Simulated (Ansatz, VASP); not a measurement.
## MgO: VASP beside Ansatz

File INCAR:

```
SYSTEM = MgO
ALGO = Normal
EDIFF = 1E-6
ENCUT = 520
GGA = PS
ISIF = 2
ISMEAR = 0
LASPH = .True.
LCHARG = .False.
LREAL = .False.
LWAVE = .False.
NBANDS = 16
NELM = 60
PREC = Accurate
SIGMA = 0.05
```

KPOINTS

```
k-points
0
Gamma
  9 9 6
  0 0 0
```

The input POSCAR:

```
MgO
1.0
    3.3034677759      0.0000000000      0.0000000000
   -1.6517338880      2.8608870145      0.0000000000
    0.0000000000      0.0000000000      5.0193881071
Mg O
2 2
Direct
    0.3287274491      0.6792501765      0.0036583441
    0.6712725509      0.3207498235      0.5036583441
    0.3376062204      0.6549929221      0.4009416559
    0.6623937796      0.3450070779      0.9009416559
```

Input for Ansatz:

```yaml
crystal:
  lattice:
    - [3.3034677759, 0.0, 0.0]
    - [-1.651733888, 2.8608870145, 0.0]
    - [0.0, 0.0, 5.0193881071]
  atoms:
    - { symbol: Mg, position: [0.3287274491, 0.6792501765, 0.0036583441] }
    - { symbol: Mg, position: [0.6712725509, 0.3207498235, 0.5036583441] }
    - { symbol: O, position: [0.3376062204, 0.6549929221, 0.4009416559] }
    - { symbol: O, position: [0.6623937796, 0.3450070779, 0.9009416559] }
basis:
  ecutwfc: 520.0
kpoints:
  mp_grid: { grid: [9, 9, 6] }
hamiltonian:
  xc: pbesol
  pseudopotentials: { kind: paw, azcp: { folder: soft_1 } }
scf:
  occupations: { method: gaussian, width: 0.05 }
output:
  forces: true
  stress: true
  eigenvalues: true
```

Change from the starting cell: mode 4 frozen in at -0.036 Å and mode 5 at +0.036 Å (largest displacements).

Alike in both runs: task single point; functional PBEsol; k mesh 9 × 9 × 6; occupations gaussian, width 0.05 eV; no spin polarisation.

|  | VASP | Ansatz |
| --- | --- | --- |
| version | VASP 6.6.1 | Ansatz 0.2.0 |
| potentials or method | VASP PAW PBE potentials, release 64 (Mg, O), cutoff 520 eV | scalar-relativistic, plane waves, PAW |
| valence electrons in the cell | 16 | 32 |

```csv
,VASP,Ansatz,Ansatz less VASP
gap on the k mesh at the Fermi level (eV),3.34,3.34,+0.005
least direct gap on the mesh (eV),3.34,3.34,+0.005
pressure (GPa),-0.4,-0.1,+0.31
"traceless stress, the component that is largest in VASP (GPa)",0.10,0.10,0.000
rms of the force components (eV/Å),0.079,0.079,-0.0009
```

VASP's potentials were made for PBE, not for PBEsol, and Ansatz warns of the same on its side. Atom by atom the forces differ by 0.001 eV/Å (rms over components). VASP's potentials hold 16 valence electrons a cell and Ansatz's 32, so a difference there can come from the potentials and not from the codes.
